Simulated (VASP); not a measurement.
MnNbO6, 8 atoms in the cell. It takes space group R-3 (No. 148, trigonal). Conventional cell: a = 5.051 Å, b = 5.051 Å, c = 13.505 Å, α = 90.00°, β = 90.00°, γ = 120.00°. Within 2.6 Å of Mn (site symmetry -3) lie 6 O at 1.98 Å. Nb (site symmetry -3) has 6 O at 1.85 Å within 2.5 Å. O (site symmetry 1) has 1 Nb at 1.85 Å and 1 Mn at 1.98 Å and 8 O at 2.58 to 2.82 Å within 2.9 Å. 

- Program: VASP 6.6.1
- Task: single point
- Functional: r2SCAN
- Potentials or basis: VASP PAW PBE potentials, release 64 (Mn_pv, Nb_sv, O)
- Cutoff: 660 eV
- k mesh: 6 × 6 × 6
- Occupations: fermi-dirac, width 0.1401 eV
- Spin: no spin polarisation
- Dipole correction: no
- Further INCAR settings: ALGO = Normal; EDIFF = 1e-06; NBANDS = 41

Potentials or basis: VASP PAW PBE potentials, release 64 (Mn_pv, Nb_sv, O).

The run is started by

```console
$ cat potpaw_PBE.64/Mn_pv/POTCAR potpaw_PBE.64/Nb_sv/POTCAR potpaw_PBE.64/O/POTCAR > POTCAR
$ cp INCAR.step1 INCAR
$ mpirun -np 1 vasp_std > vasp.out
$ cp INCAR.step2 INCAR
$ mpirun -np 1 vasp_std > vasp.out
```

Hardware: 1 thread of Intel Xeon 8259CL (shared host).

Estimate the wall time of this run.

It took 38 min on 1 thread of Intel Xeon 8259CL, with other jobs on the host, peak memory 0.45 GiB. Counts: k points 40.
